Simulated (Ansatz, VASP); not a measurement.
## Sb in VASP and in Ansatz

The input INCAR:

```
PREC = Accurate
ENCUT = 400
EDIFF = 1E-8
ISMEAR = -1
SIGMA = 0.05
LREAL = F
LASPH = T
NELM = 120
ALGO = Normal
ISIF = 2
LWAVE = F
LCHARG = F
GGA = PS
LEFG = T
NBANDS = 8
GGA_COMPAT = F
```

KPOINTS

```
Automatic mesh
0
Gamma
  13 13 13
```

POSCAR

```
Sb
1.0
    3.1600000000      0.0000000000      0.0000000000
    0.0000000000      3.1600000000      0.0000000000
    0.0000000000      0.0000000000      3.2232000000
Sb
1
Direct
    0.0000000000      0.0000000000      0.0000000000
```

Input for Ansatz:

```yaml
crystal:
  lattice:
    - [3.16, 0.0, 0.0]
    - [0.0, 3.16, 0.0]
    - [0.0, 0.0, 3.2232]
  atoms:
    - { symbol: Sb, position: [0.0, 0.0, 0.0] }
kpoints:
  mp_grid: { grid: [13, 13, 13] }
scf:
  occupations: { method: fermi_dirac, width: 0.05 }
hamiltonian:
  xc: pbesol
  pseudopotentials: { kind: paw }
output:
  forces: true
  stress: true
  eigenvalues: true
  efg: { contact_densities: true }
```

Change from the starting cell: zz strain of +2 %, PAW files.

Alike in both runs: task electric field gradients; functional PBEsol; k mesh 13 × 13 × 13; occupations fermi-dirac, width 0.05 eV; no spin polarisation.

|  | VASP | Ansatz |
| --- | --- | --- |
| version | VASP 6.6.1 | Ansatz 0.2.0 |
| potentials or method | VASP PAW PBE potentials, release 64 (Sb) | PAW with Ansatz's default frozen-core files, scalar-relativistic |
| plane-wave cutoff (eV) | 400 | 420 |
| valence electrons in the cell | 5 | 15 |

|  | VASP | Ansatz | Ansatz less VASP |
| --- | --- | --- | --- |
| pressure (GPa) | -5.6 | -5.6 | -0.02 |
| traceless stress, the component that is largest in VASP (GPa) | -1.64 | -1.63 | +0.013 |
| size of Vzz on the site where it differs most (V/Å²) | 9.3 | 8.0 | -1.23 |

VASP's potentials were made for PBE, not for PBEsol. VASP's potentials hold 5 valence electrons a cell and Ansatz's 15, so a difference there can come from the potentials and not from the codes.

Spin-orbit coupling is off throughout.
